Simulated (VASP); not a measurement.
Crystal: GaGe.

```
Ga Ge
1.0
     0.00000    2.89784    2.89784
     2.89784    0.00000    2.89784
     2.89784    2.89784    0.00000
Ga Ge
1 1
Direct
  0.75000 0.75000 0.75000
  0.00000 0.00000 0.00000
```

| Quantity | Value |
| --- | --- |
| Program | VASP 6.6.1 |
| Task | relaxation of cell and atoms |
| Functional | r2SCAN |
| Potentials or basis | VASP PAW PBE potentials, release 64 (Ga_d, Ge_d) |
| Cutoff | 600 eV |
| k mesh | 6 × 6 × 6 |
| Occupations | gaussian, width 0.02 eV |
| Spin | no spin polarisation |

At the start: pressure -2.2 GPa; volume 24.33 Å³/atom.

Task: How do energy, volume and symmetry change on relaxing?

Result: Over 3 steps the energy falls by 7.4 meV/atom and the volume is 23.32 Å³/atom (-4.2 %); space group F-43m (No. 216, to 0.1 Å) before and after.

The path:
```
step  energy change (eV)  largest force (eV/Å)  pressure (GPa)  volume (Å³)
   1              0.0000                0.0000           -2.24        48.67
   2             -0.0144                0.0000            0.44        46.31
   3             -0.0149                0.0000            0.06        46.64
```

Final structure:
```
Ga Ge
1.0
     0.00000    2.85705    2.85705
     2.85705    0.00000    2.85705
     2.85705    2.85705    0.00000
Ga Ge
1 1
Direct
  0.75000 0.75000 0.75000
  0.00000 0.00000 0.00000
```

Caveat: the PAW data sets were made with another functional, which shifts forces and pressure a little.
